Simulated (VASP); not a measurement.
Here is a VASP 6.6.1 calculation.

File INCAR:

```
PREC     = Accurate       # precision mode
ENCUT    = 520            # plane-wave cutoff, eV
EDIFF    = 1E-7           # SCF threshold, eV
ISMEAR   = -1             # smearing method
SIGMA    = 0.1            # smearing width, eV
LREAL    = False          # projectors in reciprocal space
LASPH    = True           # aspherical terms in the spheres
NELM     = 80             # most SCF steps
ALGO     = Normal         # electronic algorithm
ISIF     = 2              # what is computed and relaxed
LWAVE    = False          # write WAVECAR
LCHARG   = False          # write CHGCAR
GGA      = PE             # functional
NBANDS   = 8              # bands
```

The input KPOINTS:

```
Automatic mesh
0
Gamma
  22 22 22
```

File POSCAR:

```
P
1.0
   -1.2153578552      1.2153578552      1.2153578552
    1.2153578552     -1.2153578552      1.2153578552
    1.2153578552      1.2153578552     -1.2153578552
P
1
Direct
    0.0000000000      0.0000000000      0.0000000000
```

Potentials or basis: VASP PAW PBE potentials, release 64 (P).

The run is started by

```console
$ cat potpaw_PBE.64/P/POTCAR > POTCAR
$ mpirun -np 1 vasp_std > vasp.out
```

Estimate the pressure.

265.6 GPa.
